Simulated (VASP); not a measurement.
# Na2Os (P6_3/mmc) in VASP: a series of runs

Runs on Na2Os. Level: PBE. Tasks: single point, relaxation of cell and atoms.

All numbers are computed with VASP 6.6.1; they aren't measurements. Logs are shortened: lines on timing, memory, paths and dates and some standing lists are left out, and cuts for length are marked.

## (1) The cell of the first run

It takes space group P6_3/mmc (No. 194, hexagonal). The conventional cell has a = 2.773 Å, b = 2.773 Å, c = 16.852 Å, α = 90.00°, β = 90.00°, γ = 120.00°. Na (site symmetry 3m) has 9 Na at 2.77 to 3.61 Å and 3 Os at 3.05 Å within 3.7 Å. Within 3.7 Å of Os (site symmetry -6m2) lie 6 Os at 2.77 Å and 6 Na at 3.05 Å.

## (2) Single point, PBE

INCAR

```
SYSTEM = Na2Os
PREC = Accurate
ENCUT = 520
EDIFF = 1E-6
ISMEAR = 0
SIGMA = 0.1
LREAL = .FALSE.
LASPH = .TRUE.
NELM = 100
ALGO = Normal
ISIF = 2
LWAVE = .FALSE.
LCHARG = .FALSE.
GGA = PE
NBANDS = 31
```

KPOINTS

```
Automatic mesh
0
G
  6 6 2
  0 0 0
```

POSCAR

```
Na2Os
1.0
    2.7734417269      0.0000000000      0.0000000000
   -1.3867208635      2.4018709914      0.0000000000
    0.0000000000      0.0000000000     16.8520412168
Na Os
4 2
Direct
    0.3333333333      0.6666666667      0.5958780424
    0.6666666667      0.3333333333      0.0958780424
    0.3333333333      0.6666666667      0.9041219576
    0.6666666667      0.3333333333      0.4041219576
    0.3333333333      0.6666666667      0.2500000000
    0.6666666667      0.3333333333      0.7500000000
```

Potentials or basis: VASP PAW PBE potentials, release 64 (Na_pv, Os).

On the command line:

```sh
$ cat potpaw_PBE.64/Na_pv/POTCAR potpaw_PBE.64/Os/POTCAR > POTCAR
$ mpirun -np 1 vasp_std > vasp.out
```

OUTCAR:

```text
SYSTEM = Na2Os
   PREC = Accurate
   ENCUT = 520
   EDIFF = 1E-6
   ISMEAR = 0
   LREAL = .FALSE.
   LASPH = .TRUE.
   NELM = 100
   ISIF = 2
   GGA = PE

 ion  position               nearest neighbor table
   1  0.333  0.667  0.596-   6 3.05   6 3.05   6 3.05
   2  0.667  0.333  0.096-   5 3.05   5 3.05   5 3.05
   3  0.333  0.667  0.904-   6 3.05   6 3.05   6 3.05
   4  0.667  0.333  0.404-   5 3.05   5 3.05   5 3.05
   5  0.333  0.667  0.250-   2 3.05   4 3.05   2 3.05   4 3.05   2 3.05   4 3.05
   6  0.667  0.333  0.750-   1 3.05   3 3.05   1 3.05   3 3.05   1 3.05   3 3.05

  LATTYP: Found a hexagonal cell.
 ALAT       =     2.7734417269
 C/A-ratio  =     6.0762196852

  Lattice vectors:

 A1 = (   2.7734417269,   0.0000000000,   0.0000000000)
 A2 = (  -1.3867208635,   2.4018709914,   0.0000000000)
 A3 = (   0.0000000000,   0.0000000000,  16.8520412168)

Analysis of symmetry for initial positions (statically):
=====================================================================
 Subroutine PRICEL returns:
 Original cell was already a primitive cell.

 Routine SETGRP: Setting up the symmetry group for a
 hexagonal supercell.

 Subroutine GETGRP returns: Found 24 space group operations
 (whereof 12 operations were pure point group operations)
 out of a pool of 24 trial point group operations.

The static configuration has the point symmetry D_3d.
 The point group associated with its full space group is D_6h.

Analysis of symmetry for dynamics (positions and initial velocities):
=====================================================================
 Subroutine PRICEL returns:
 Original cell was already a primitive cell.

 Routine SETGRP: Setting up the symmetry group for a
 hexagonal supercell.

 Subroutine GETGRP returns: Found 24 space group operations
 (whereof 12 operations were pure point group operations)
 out of a pool of 24 trial point group operations.

The dynamic configuration has the point symmetry D_3d.
 The point group associated with its full space group is D_6h.

 Subroutine INISYM returns: Found 24 space group operations
 (whereof 12 operations are pure point group operations),
 and found     1 'primitive' translations

----------------------------------------------------------------------------------------

                                     Primitive cell

  volume of cell :     112.2590

  direct lattice vectors                    reciprocal lattice vectors
     2.773441727  0.000000000  0.000000000     0.360562831  0.208171047  0.000000000
    -1.386720863  2.401870991  0.000000000     0.000000000  0.416342095  0.000000000
     0.000000000  0.000000000 16.852041217     0.000000000  0.000000000  0.059339993

  length of vectors
     2.773441727  2.773441727 16.852041217     0.416342095  0.416342095  0.059339993

  position of ions in fractional coordinates (direct lattice)
     0.333333333  0.666666667  0.595878042
     0.666666667  0.333333333  0.095878042
     0.333333333  0.666666667  0.904121958
     0.666666667  0.333333333  0.404121958
     0.333333333  0.666666667  0.250000000
     0.666666667  0.333333333  0.750000000

  ion indices of the primitive-cell ions
   primitive index   ion index
                 1           1
                 2           2
                 3           3
                 4           4
                 5           5
                 6           6

----------------------------------------------------------------------------------------

 KPOINTS: Automatic mesh

Automatic generation of k-mesh.
 Grid dimensions read from file:
 generate k-points for:    6    6    2

 Generating k-lattice:

  Cartesian coordinates                     Fractional coordinates (reciprocal lattice)
     0.060093805  0.034695175  0.000000000     0.166666667 -0.000000000  0.000000000
     0.000000000  0.069390349  0.000000000     0.000000000  0.166666667  0.000000000
     0.000000000  0.000000000  0.029669996     0.000000000  0.000000000  0.500000000

  Length of vectors
     0.069390349  0.069390349  0.029669996

  Shift w.r.t. Gamma in fractional coordinates (k-lattice)
     0.000000000  0.000000000  0.000000000

 Subroutine IBZKPT returns following result:
 ===========================================

 Found     14 irreducible k-points:

 Following reciprocal coordinates:
            Coordinates               Weight
  0.000000  0.000000  0.000000      1.000000
  0.166667  0.000000  0.000000      6.000000
  0.333333  0.000000  0.000000      6.000000
  0.500000  0.000000  0.000000      3.000000
  0.166667  0.166667  0.000000      6.000000
  0.333333  0.166667  0.000000     12.000000
  0.333333  0.333333  0.000000      2.000000
  0.000000  0.000000  0.500000      1.000000
  0.166667  0.000000  0.500000      6.000000
  0.333333  0.000000  0.500000      6.000000
  0.500000  0.000000  0.500000      3.000000
  0.166667  0.166667  0.500000      6.000000
  0.333333  0.166667  0.500000     12.000000
  0.333333  0.333333  0.500000      2.000000
   k-points           NKPTS =     14   k-points in BZ     NKDIM =     14   number of bands    NBANDS=     31
   number of dos      NEDOS =    301   number of ions     NIONS =      6
   total plane-waves  NPLWV =  72576
   dimension x,y,z NGX =    24 NGY =   24 NGZ =  126
   dimension x,y,z NGXF=    48 NGYF=   48 NGZF=  252
   ions per type =               4   2
   NGX,Y,Z   is equivalent  to a cutoff of  14.39, 14.39, 12.43 a.u.
   NGXF,Y,Z  is equivalent  to a cutoff of  28.77, 28.77, 24.86 a.u.
 SYSTEM =  Na2Os
   PREC   = accura    normal or accurate (medium, high low for compatibility)
   ISTART =      0    job   : 0-new  1-cont  2-samecut
   ICHARG =      2    charge: 1-file 2-atom 10-const
   ISPIN  =      1    spin polarized calculation?
   LNONCOLLINEAR =      F non collinear calculations
   LSORBIT =      F    spin-orbit coupling
   LASPH  =      T    aspherical Exc in radial PAW
   ENCUT  =  520.0 eV  38.22 Ry    6.18 a.u.   5.16  5.16 31.33*2*pi/ulx,y,z
   NELM   =    100;   NELMIN=  2; NELMDL= -5     # of ELM steps
   EDIFF  = 0.1E-05   stopping-criterion for ELM
   LREAL  =      F    real-space projection
   EDIFFG = 0.1E-04   stopping-criterion for IOM
   NSW    =      0    number of steps for IOM
   IBRION =     -1    ionic relax: 0-MD 1-quasi-New 2-CG
   NFREE  =      0    steps in history (QN), initial steepest desc. (CG)
   ISIF   =      2    stress and relaxation
   ISYM   =      2    0-nonsym 1-usesym 2-fastsym
   POTIM  = 0.5000    time-step for ionic-motion
   TEBEG  =    0.0;   TEEND  =   0.0 temperature during run
   PSTRESS=    0.0 pullay stress
   NELECT =      44.0000    total number of electrons
   NUPDOWN=      -1.0000    fix difference up-down
   EMIN   =  10.00;   EMAX   =-10.00  energy-range for DOS
   EFERMI =   0.00;   METHOD = LEGACY
   ISMEAR =     0;   SIGMA  =   0.10  broadening in eV -4-tet -1-fermi 0-gaus
   EFERMI_NEDOS =   21; number of points for ismear=-14 and -15
   IALGO  =     38    algorithm
   IMIX   =      4    mixing-type and parameters
     AMIX     =   0.40;   BMIX     =  1.00
     AMIX_MAG =   1.60;   BMIX_MAG =  1.00
  volume/ion in A,a.u.               =      18.71       126.26
  Fermi-wavevector in a.u.,A,eV,Ry     =   1.198079  2.264040 19.529698  1.435392
  Thomas-Fermi vector in A             =   2.333977
   LORBIT       =      0    0 simple, 1 ext, 2 COOP (PROOUT), +10 PAW based schemes
   GGA     = PE    functional components
   LHFCALC =     F    Hartree Fock is set to
   AEXX    =    0.0000 exact exchange contribution
   IVDW    =     0    specifies the selected vdW correction
   LEPSILON=     F    determine dielectric tensor
   LRPA    =     F    only Hartree local field effects (RPA)
 non-spin polarized calculation
 Gauss-broadening in eV      SIGMA  =   0.10
  energy-cutoff  :      520.00
  volume of cell :      112.26
 maximum number of plane-waves:      3040
 NGX is ok and might be reduce to    24
   NGX = 11   NGY = 11   NGZ = 63

 number of electron      43.9999988 magnetization

 Free energy of the ion-electron system (eV)
  ---------------------------------------------------
  ext. energy  EPLUGINS =         0.00000000
  ---------------------------------------------------
  free energy    TOTEN  =       -23.76439898 eV

  energy without entropy =      -23.75632510  energy(sigma->0) =      -23.76036204

 E-fermi :   3.6807     XC(G=0):  -9.7896

 val. band max:        3.4574325263   @ k =   0.3333   0.0000   0.5000
 cond. band min:       3.7694344628   @ k =   0.3333   0.0000   0.0000
 fundamental gap:      0.3120019365
 Fermi energy:         3.6807429984

 k-point     1 :       0.0000    0.0000    0.0000
  band No.  band energies     occupation
      1     -21.0120      2.00000
      2     -21.0088      2.00000
      3     -20.9753      2.00000
      4     -20.9720      2.00000
      5     -20.9345      2.00000
      6     -20.9345      2.00000
[... 23 lines left out ...]
     30       7.0062      0.00000
     31       9.2972      0.00000

 k-point     2 :       0.1667    0.0000    0.0000
  band No.  band energies     occupation
      1     -21.0433      2.00000
      2     -21.0431      2.00000
      3     -21.0421      2.00000
      4     -21.0419      2.00000
      5     -20.9891      2.00000
      6     -20.9868      2.00000
[... 23 lines left out ...]
     30       8.3794      0.00000
     31       9.8009      0.00000

 k-point     3 :       0.3333    0.0000    0.0000
  band No.  band energies     occupation
      1     -21.2548      2.00000
      2     -21.2543      2.00000
      3     -21.2518      2.00000
      4     -21.2513      2.00000
      5     -21.0028      2.00000
      6     -21.0027      2.00000
[... 363 lines left out ...]
     30       9.2484      0.00000
     31      10.2128      0.00000

 k-point    14 :       0.3333    0.3333    0.5000
  band No.  band energies     occupation
      1     -21.2242      2.00000
      2     -21.2242      2.00000
      3     -21.2234      2.00000
      4     -21.2234      2.00000
      5     -21.2227      2.00000
      6     -21.2227      2.00000
[... 23 lines left out ...]
     30       9.4213      0.00000
     31       9.8049      0.00000

------------------------ aborting loop because EDIFF is reached ----------------------------------------

  FORCE on cell =-STRESS in cart. coord.  units (eV):
  Direction    XX          YY          ZZ          XY          YZ          ZX
  --------------------------------------------------------------------------------------
  -------------------------------------------------------------------------------------
  Total       -0.1086555     -0.1086555      0.0615530      0.0000000      0.0000000      0.0000000
  in kB       -1.5507470     -1.5507470      0.8784934      0.0000000      0.0000000      0.0000000
  external PRESSURE =      -0.7410002 kB  Pullay stress =       0.0000000 kB

 VOLUME and BASIS-vectors are now :
 -----------------------------------------------------------------------------
  energy-cutoff  :      520.00
  volume of cell :      112.26
      direct lattice vectors                 reciprocal lattice vectors
     2.773441727  0.000000000  0.000000000     0.360562831  0.208171047  0.000000000
    -1.386720863  2.401870991  0.000000000     0.000000000  0.416342095  0.000000000
     0.000000000  0.000000000 16.852041217     0.000000000  0.000000000  0.059339993

 POSITION                                       TOTAL-FORCE (eV/Angst)
 -----------------------------------------------------------------------------------
     -0.00000      1.60125     10.04176         0.000000      0.000000     -0.017853
      1.38672      0.80062      1.61574         0.000000     -0.000000     -0.017853
     -0.00000      1.60125     15.23630        -0.000000      0.000000      0.017853
      1.38672      0.80062      6.81028        -0.000000     -0.000000      0.017853
     -0.00000      1.60125      4.21301         0.000000     -0.000000      0.000000
      1.38672      0.80062     12.63903        -0.000000     -0.000000      0.000000
 -----------------------------------------------------------------------------------
    total drift:                               -0.000000      0.000000     -0.000000

  FREE ENERGIE OF THE ION-ELECTRON SYSTEM (eV)
  ---------------------------------------------------
  free  energy   TOTEN  =       -23.7643989769 eV

  energy  without entropy=      -23.7563251002  energy(sigma->0) =      -23.76036204
```

Run time: 28 s. Hardware: 1 thread of Intel Xeon 6975P-C (Granite Rapids), shared host; peak memory 0.26 GiB.

What came out:

```
Free energy            : -23.7644 eV
Pressure               : -0.1 GPa
Largest force          : 0.018 eV/Å
Band gap on the k mesh : zero (bands 22 and 23 overlap by 2.80 eV)
```

Forces on the atoms (eV/Å):
```
Na   0.000  0.000 -0.018
Na   0.000  0.000 -0.018
Na   0.000  0.000  0.018
Na   0.000  0.000  0.018
Os   0.000  0.000  0.000
Os   0.000  0.000  0.000
```

Levels at points of the mesh, in eV from the Fermi level:
```csv
k point,band 19,band 20,band 21,band 22,band 23,band 24,band 25,band 26
"(0.00, 0.00, 0.00)",-2.02,-1.56,-1.56,-1.56,-1.56,-0.45,1.02,1.02
"(0.50, 0.00, 0.00)",0.13,0.13,1.17,1.25,2.37,2.53,2.93,2.93
"(0.00, 0.00, 0.50)",-1.56,-1.56,-1.56,-1.56,-1.17,-1.17,1.02,1.02
"(0.50, 0.00, 0.50)",0.13,0.13,1.20,1.20,2.50,2.50,2.93,2.93
```

Caveat: the k points lie up to 0.44 Å⁻¹ apart, too coarse for converged energies and pressures of a metal; spin-orbit coupling is left out, which moves the levels of the heavy elements.

[end of part 1 of 2]

The gap in the log of VASP goes by the Fermi energy; the results here count the filled bands.